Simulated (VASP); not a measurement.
# GaN: single point with PBE

GaN:

```
CELL_PARAMETERS angstrom
0.00000 2.25350 2.25350
2.25350 0.00000 2.25350
2.25350 2.25350 0.00000
ATOMIC_POSITIONS crystal
Ga 0.00000 0.00000 0.00000
N 0.74608 0.75392 0.75000
```

This cell differs from its parent crystal: all N atoms moved +0.013 Å, as atom 2 along Cartesian [1 -1 0].

```yaml
Program: VASP 6.6.1
Task: single point
Functional: PBE
Potentials_or_basis: VASP PAW PBE potentials, release 64 (Ga_d, N)
Cutoff: 520 eV
k_mesh: 10 × 10 × 10
Occupations: gaussian, width 0.05 eV
Spin: no spin polarisation
Dipole_correction: no
Further_INCAR_settings: ALGO = Normal; EDIFF = 1e-07; NBANDS = 16
```

```yaml
Pressure: 5.1 GPa
Largest_force: 0.153 eV/Å
Band_gap_on_the_k_mesh: 1.70 eV
```

Forces on the atoms (eV/Å):
```
Ga   0.108 -0.108 -0.004
N   -0.108  0.108  0.004
```

Stress tensor (GPa, compression positive):
```
 5.08 -0.02 -0.52
-0.02  5.08  0.52
-0.52  0.52  5.09
```

Levels at points of the mesh, in eV from the valence-band top:
| k point | band 7 | band 8 | band 9 | band 10 | band 11 | band 12 |
| --- | --- | --- | --- | --- | --- | --- |
| (0.00, 0.00, 0.00) | -0.05 | -0.02 | 0.00 | 1.70 | 10.26 | 10.28 |
| (0.50, 0.00, 0.00) | -7.09 | -1.01 | -0.97 | 4.63 | 8.71 | 10.32 |
| (0.00, 0.50, 0.00) | -7.03 | -1.01 | -0.97 | 4.60 | 8.70 | 10.29 |
| (0.00, 0.00, 0.50) | -7.06 | -1.03 | -0.96 | 4.61 | 8.70 | 10.28 |
| (0.50, 0.50, 0.00) | -6.15 | -2.73 | -2.72 | 3.33 | 6.64 | 11.68 |
| (0.00, 0.50, 0.50) | -6.15 | -2.74 | -2.71 | 3.33 | 6.64 | 11.68 |

Run time: 72 s on 1 thread of AMD EPYC 7R13 Processor (Zen 3), on a shared host, peak memory 0.19 GiB.

Caveat: the cell differs from its parent crystal (all N atoms moved +0.013 Å, as atom 2 along Cartesian [1 -1 0]); the cell stands under pressure.
